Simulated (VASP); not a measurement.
# Co (P6_3/mmc) in VASP: further runs

Runs on Co. Level: PBE. Tasks: single point.

Everything below comes from runs of VASP 6.6.1. Logs are shortened: lines on timing, memory, paths and dates and some standing lists are left out, and cuts for length are marked.

### Step 1. The cell of the first run

It takes space group P6_3/mmc (No. 194, hexagonal). Conventional cell: a = 2.493 Å, b = 2.493 Å, c = 4.194 Å, α = 90.00°, β = 90.00°, γ = 120.00°. Within 3.3 Å of Co (site symmetry -6m2) lie 12 Co at 2.49 to 2.54 Å.

### Step 2. Single point, PBE, collinear spin, ferromagnetic start

Input file INCAR:

```
  PREC = Accurate
  ENCUT = 520
  EDIFF = 1E-6
  ISMEAR = 0
  SIGMA = 0.15
  LREAL = False
  LASPH = True
  NELM = 150
  ALGO = Normal
  ISIF = 2
  LWAVE = False
  LCHARG = False
  ISPIN = 2
  MAGMOM = 1.86 1.86
  LORBIT = 11
  LMAXMIX = 4
  GGA = PE
  NBANDS = 20
```

Input file KPOINTS:

```
Automatic mesh
0
Gamma
  21 21 12
```

Input file POSCAR:

```
Co
1.0
    2.4933810334      0.0000000000      0.0000000000
   -1.2466905167      2.1593313163      0.0000000000
    0.0000000000      0.0000000000      4.1936000000
Co
2
Direct
    0.3333333333      0.6666666667      0.2500000000
    0.6666666667      0.3333333333      0.7500000000
```

Potentials or basis: VASP PAW PBE potentials, release 64 (Co).

Command:

```
> cat potpaw_PBE.64/Co/POTCAR > POTCAR
> mpirun -np 1 vasp_std > vasp.out
```

OUTCAR:

```text
PREC = Accurate
   ENCUT = 520
   EDIFF = 1E-6
   ISMEAR = 0
   LREAL = False
   LASPH = True
   NELM = 150
   ISIF = 2
   ISPIN = 2
   LORBIT = 11
   GGA = PE

 ion  position               nearest neighbor table
   1  0.333  0.667  0.250-   2 2.54   2 2.54   2 2.54   2 2.54   2 2.54   2 2.54
   2  0.667  0.333  0.750-   1 2.54   1 2.54   1 2.54   1 2.54   1 2.54   1 2.54

  LATTYP: Found a hexagonal cell.
 ALAT       =     2.4933810334
 C/A-ratio  =     1.6818929573

  Lattice vectors:

 A1 = (   2.4933810334,   0.0000000000,   0.0000000000)
 A2 = (  -1.2466905167,   2.1593313163,   0.0000000000)
 A3 = (   0.0000000000,   0.0000000000,   4.1936000000)

Analysis of symmetry for initial positions (statically):
=====================================================================
 Subroutine PRICEL returns:
 Original cell was already a primitive cell.

 Routine SETGRP: Setting up the symmetry group for a
 hexagonal supercell.

 Subroutine GETGRP returns: Found 24 space group operations
 (whereof 12 operations were pure point group operations)
 out of a pool of 24 trial point group operations.

The static configuration has the point symmetry D_3d.
 The point group associated with its full space group is D_6h.

Analysis of symmetry for dynamics (positions and initial velocities):
=====================================================================
 Subroutine PRICEL returns:
 Original cell was already a primitive cell.

 Routine SETGRP: Setting up the symmetry group for a
 hexagonal supercell.

 Subroutine GETGRP returns: Found 24 space group operations
 (whereof 12 operations were pure point group operations)
 out of a pool of 24 trial point group operations.

The dynamic configuration has the point symmetry D_3d.
 The point group associated with its full space group is D_6h.

Analysis of structural, dynamic, and magnetic symmetry:
=====================================================================
 Subroutine PRICEL returns:
 Original cell was already a primitive cell.

 Routine SETGRP: Setting up the symmetry group for a
 hexagonal supercell.

 Subroutine GETGRP returns: Found 24 space group operations
 (whereof 12 operations were pure point group operations)
 out of a pool of 24 trial point group operations.

The overall configuration has the point symmetry D_3d.
 The point group associated with its full space group is D_6h.

 Subroutine INISYM returns: Found 24 space group operations
 (whereof 12 operations are pure point group operations),
 and found     1 'primitive' translations

----------------------------------------------------------------------------------------

                                     Primitive cell

  volume of cell :      22.5785

  direct lattice vectors                    reciprocal lattice vectors
     2.493381033  0.000000000  0.000000000     0.401061846  0.231553165  0.000000000
    -1.246690517  2.159331316  0.000000000     0.000000000  0.463106329  0.000000000
     0.000000000  0.000000000  4.193600000     0.000000000  0.000000000  0.238458604

  length of vectors
     2.493381033  2.493381033  4.193600000     0.463106329  0.463106329  0.238458604

  position of ions in fractional coordinates (direct lattice)
     0.333333333  0.666666667  0.250000000
     0.666666667  0.333333333  0.750000000

  ion indices of the primitive-cell ions
   primitive index   ion index
                 1           1
                 2           2

----------------------------------------------------------------------------------------

 KPOINTS: Automatic mesh

Automatic generation of k-mesh.
 Grid dimensions read from file:
 generate k-points for:   21   21   12

 Generating k-lattice:

  Cartesian coordinates                     Fractional coordinates (reciprocal lattice)
     0.019098183  0.011026341  0.000000000     0.047619048 -0.000000000  0.000000000
     0.000000000  0.022052682  0.000000000     0.000000000  0.047619048  0.000000000
     0.000000000  0.000000000  0.019871550     0.000000000  0.000000000  0.083333333

  Length of vectors
     0.022052682  0.022052682  0.019871550

  Shift w.r.t. Gamma in fractional coordinates (k-lattice)
     0.000000000  0.000000000  0.000000000

 Subroutine IBZKPT returns following result:
 ===========================================

 Found    336 irreducible k-points:

 Following reciprocal coordinates:
            Coordinates               Weight
  0.000000  0.000000  0.000000      1.000000
  0.047619  0.000000  0.000000      6.000000
  0.095238  0.000000  0.000000      6.000000
  0.142857  0.000000  0.000000      6.000000
  0.190476  0.000000  0.000000      6.000000
  0.238095  0.000000  0.000000      6.000000
[... 16 lines left out ...]
  0.142857  0.095238  0.000000     12.000000
  0.190476  0.095238  0.000000     12.000000
 [... further k-points ...]
   k-points           NKPTS =    336   k-points in BZ     NKDIM =    336   number of bands    NBANDS=     20
   number of dos      NEDOS =    301   number of ions     NIONS =      2
   total plane-waves  NPLWV =  12800
   dimension x,y,z NGX =    20 NGY =   20 NGZ =   32
   dimension x,y,z NGXF=    40 NGYF=   40 NGZF=   64
   ions per type =               2
   NGX,Y,Z   is equivalent  to a cutoff of  13.33, 13.33, 12.69 a.u.
   NGXF,Y,Z  is equivalent  to a cutoff of  26.67, 26.67, 25.37 a.u.
 SYSTEM =  unknown system
   PREC   = accura    normal or accurate (medium, high low for compatibility)
   ISTART =      0    job   : 0-new  1-cont  2-samecut
   ICHARG =      2    charge: 1-file 2-atom 10-const
   ISPIN  =      2    spin polarized calculation?
   LNONCOLLINEAR =      F non collinear calculations
   LSORBIT =      F    spin-orbit coupling
   LASPH  =      T    aspherical Exc in radial PAW
   ENCUT  =  520.0 eV  38.22 Ry    6.18 a.u.   4.64  4.64  7.80*2*pi/ulx,y,z
   NELM   =    150;   NELMIN=  2; NELMDL= -5     # of ELM steps
   EDIFF  = 0.1E-05   stopping-criterion for ELM
   LREAL  =      F    real-space projection
   EDIFFG = 0.1E-04   stopping-criterion for IOM
   NSW    =      0    number of steps for IOM
   IBRION =     -1    ionic relax: 0-MD 1-quasi-New 2-CG
   NFREE  =      0    steps in history (QN), initial steepest desc. (CG)
   ISIF   =      2    stress and relaxation
   ISYM   =      2    0-nonsym 1-usesym 2-fastsym
   POTIM  = 0.5000    time-step for ionic-motion
   TEBEG  =    0.0;   TEEND  =   0.0 temperature during run
   PSTRESS=    0.0 pullay stress
   NELECT =      18.0000    total number of electrons
   NUPDOWN=      -1.0000    fix difference up-down
   EMIN   =  10.00;   EMAX   =-10.00  energy-range for DOS
   EFERMI =   0.00;   METHOD = LEGACY
   ISMEAR =     0;   SIGMA  =   0.15  broadening in eV -4-tet -1-fermi 0-gaus
   EFERMI_NEDOS =   21; number of points for ismear=-14 and -15
   IALGO  =     38    algorithm
   IMIX   =      4    mixing-type and parameters
     AMIX     =   0.40;   BMIX     =  1.00
     AMIX_MAG =   1.60;   BMIX_MAG =  1.00
  volume/ion in A,a.u.               =      11.29        76.18
  Fermi-wavevector in a.u.,A,eV,Ry     =   1.517985  2.868575 31.351593  2.304277
  Thomas-Fermi vector in A             =   2.627166
   LORBIT       =     11    0 simple, 1 ext, 2 COOP (PROOUT), +10 PAW based schemes
   GGA     = PE    functional components
   LHFCALC =     F    Hartree Fock is set to
   AEXX    =    0.0000 exact exchange contribution
   IVDW    =     0    specifies the selected vdW correction
   LEPSILON=     F    determine dielectric tensor
   LRPA    =     F    only Hartree local field effects (RPA)
 spin polarized calculation
 Gauss-broadening in eV      SIGMA  =   0.15
  energy-cutoff  :      520.00
  volume of cell :       22.58
 maximum number of plane-waves:       628
 NGX is ok and might be reduce to    20
   NGX =  9   NGY =  9   NGZ = 15

 number of electron      17.9999994 magnetization       3.2841727

 Free energy of the ion-electron system (eV)
  ---------------------------------------------------
  ext. energy  EPLUGINS =         0.00000000
  ---------------------------------------------------
  free energy    TOTEN  =       -14.03780061 eV

  energy without entropy =      -14.01441730  energy(sigma->0) =      -14.02610896

 E-fermi :   9.7296     XC(G=0): -13.1720

 val. band max:        9.7278967625   @ k =   0.1429   0.0000   0.1667
 cond. band min:       9.7305182345   @ k =   0.1429   0.0000   0.1667
 fundamental gap:      0.0026214720
 Fermi energy:         9.7296216541

 spin component 1

 k-point     1 :       0.0000    0.0000    0.0000
  band No.  band energies     occupation
      1       1.0277      1.00000
      2       4.7072      1.00000
      3       6.9635      1.00000
      4       7.1847      1.00000
      5       7.1847      1.00000
      6       7.4356      1.00000
[... 12 lines left out ...]
     19      35.6890      0.00000
     20      35.6890      0.00000
[... 507 lines left out ...]
 k-point    24 :       0.1905    0.0952    0.0000
  band No.  band energies     occupation
      1       3.0779      1.00000
      2       5.6441      1.00000
      3       6.2498      1.00000
      4       6.4386      1.00000
      5       7.0948      1.00000
      6       7.2721      1.00000
[... 12 lines left out ...]
     19      34.3289      0.00000
     20      35.3073      0.00000

 [... further k-points ...]

 spin component 2

 k-point     1 :       0.0000    0.0000    0.0000
  band No.  band energies     occupation
      1       1.0194      1.00000
      2       5.6176      1.00000
      3       8.5688      1.00000
      4       8.8384      1.00000
      5       8.8384      1.00000
      6       9.1347      1.00000
[... 12 lines left out ...]
     19      35.9638      0.00000
     20      35.9638      0.00000
[... 507 lines left out ...]
 k-point    24 :       0.1905    0.0952    0.0000
  band No.  band energies     occupation
      1       3.1103      1.00000
      2       6.7799      1.00000
      3       7.3783      1.00000
      4       7.8591      1.00000
      5       8.6604      1.00000
      6       8.9917      1.00000
[... 12 lines left out ...]
     19      34.5728      0.00000
     20      35.6765      0.00000

 [... further k-points ...]

------------------------ aborting loop because EDIFF is reached ----------------------------------------

  FORCE on cell =-STRESS in cart. coord.  units (eV):
  Direction    XX          YY          ZZ          XY          YZ          ZX
  --------------------------------------------------------------------------------------
  -------------------------------------------------------------------------------------
  Total       -0.6300307     -0.6300307     -1.9955096      0.0000000      0.0000000      0.0000000
  in kB      -44.7071855    -44.7071855   -141.6020234      0.0000000      0.0000000      0.0000000
  external PRESSURE =     -77.0054648 kB  Pullay stress =       0.0000000 kB

 VOLUME and BASIS-vectors are now :
 -----------------------------------------------------------------------------
  energy-cutoff  :      520.00
  volume of cell :       22.58
      direct lattice vectors                 reciprocal lattice vectors
     2.493381033  0.000000000  0.000000000     0.401061846  0.231553165  0.000000000
    -1.246690517  2.159331316  0.000000000     0.000000000  0.463106329  0.000000000
     0.000000000  0.000000000  4.193600000     0.000000000  0.000000000  0.238458604

 POSITION                                       TOTAL-FORCE (eV/Angst)
 -----------------------------------------------------------------------------------
     -0.00000      1.43955      1.04840         0.000000      0.000000      0.000000
      1.24669      0.71978      3.14520        -0.000000     -0.000000      0.000000
 -----------------------------------------------------------------------------------
    total drift:                                0.000000     -0.000000     -0.000000

  FREE ENERGIE OF THE ION-ELECTRON SYSTEM (eV)
  ---------------------------------------------------
  free  energy   TOTEN  =       -14.0378006119 eV

  energy  without entropy=      -14.0144173013  energy(sigma->0) =      -14.02610896

 total charge

# of ion       s       p       d       tot
------------------------------------------
    1        0.473   0.489   7.237   8.199
    2        0.473   0.489   7.237   8.199
--------------------------------------------------
tot          0.946   0.978  14.473  16.398

 magnetization (x)

# of ion       s       p       d       tot
------------------------------------------
    1       -0.014  -0.052   1.735   1.669
    2       -0.014  -0.052   1.735   1.669
--------------------------------------------------
tot         -0.027  -0.104   3.470   3.339
```

Wall time 5.3 min (1 thread of AMD EPYC 7R43 (Zen 3), shared host); peak memory 0.27 GiB.

What came out:

```yaml
Free_energy: -14.0378 eV
Pressure: -7.7 GPa
Net_moment: 3.28 μB per cell
Site_moments: Co +1.67 μB
Valence_electrons_inside_the_program's_atomic_spheres: Co 8.20
```

Caveat: the cell stands under tension.

### Step 3. Single point, PBE, collinear spin, ferromagnetic start

This run uses another cell than the first one, of 10.01 Å³/atom.

Input file INCAR:

```
ALGO = Normal
EDIFF = 1E-6
ENCUT = 520
GGA = PE
ISIF = 2
ISMEAR = 0
ISPIN = 2
LASPH = True
LCHARG = False
LMAXMIX = 4
LORBIT = 11
LREAL = False
LWAVE = False
MAGMOM = 1.86 1.86
NBANDS = 20
NELM = 150
PREC = Accurate
SIGMA = 0.15
```

Input file KPOINTS:

```
k-points
0
Gamma
  21 21 12
```

Input file POSCAR:

```
Co
1.0
    2.4435000000      0.0000000000      0.0000000000
   -1.2217500000      2.1161330741      0.0000000000
    0.0000000000      0.0000000000      3.8710000000
Co
2
Direct
    0.3333333333      0.6666666667      0.2500000000
    0.6666666667      0.3333333333      0.7500000000
```

Potentials or basis: VASP PAW PBE potentials, release 64 (Co).

Command:

```
> cat potpaw_PBE.64/Co/POTCAR > POTCAR
> mpirun -np 1 vasp_std > vasp.out
```

Wall time 89 s (1 thread of Intel Xeon 6975P-C (Granite Rapids), shared host); peak memory 0.28 GiB.

Results (log left out):

* Free energy: -13.9809 eV
* Pressure: 19.9 GPa
* Net moment: 3.06 μB per cell
* Site moments: Co +1.54 μB
* Valence electrons inside the program's atomic spheres: Co 8.45

Stress tensor (GPa, compression positive):
```
17.37  0.00  0.00
 0.00 17.37  0.00
 0.00  0.00 24.94
```

Levels at points of the mesh, in eV from the Fermi level:
Spin up:
```csv
k point,band 8,band 9,band 10,band 11,band 12,band 13
"(0.00, 0.00, 0.00)",-1.99,-1.99,-0.66,-0.66,0.16,7.45
"(0.00, 0.00, 0.50)",-2.79,-1.01,-1.01,-1.01,-1.01,16.56
```
Spin down:
```
           k point  band 3  band 4  band 5  band 6  band 7  band 8  band 9  band 10  band 11  band 12
(0.00, 0.00, 0.00)   -1.12   -1.12   -1.00   -0.68   -0.68   -0.33   -0.33     0.12     1.13     1.13
(0.00, 0.00, 0.50)   -1.64   -1.64   -1.23   -1.23   -1.23   -1.23    0.76     0.76     0.76     0.76
```

Caveat: the cell stands under pressure.

[end of part 1 of 2]
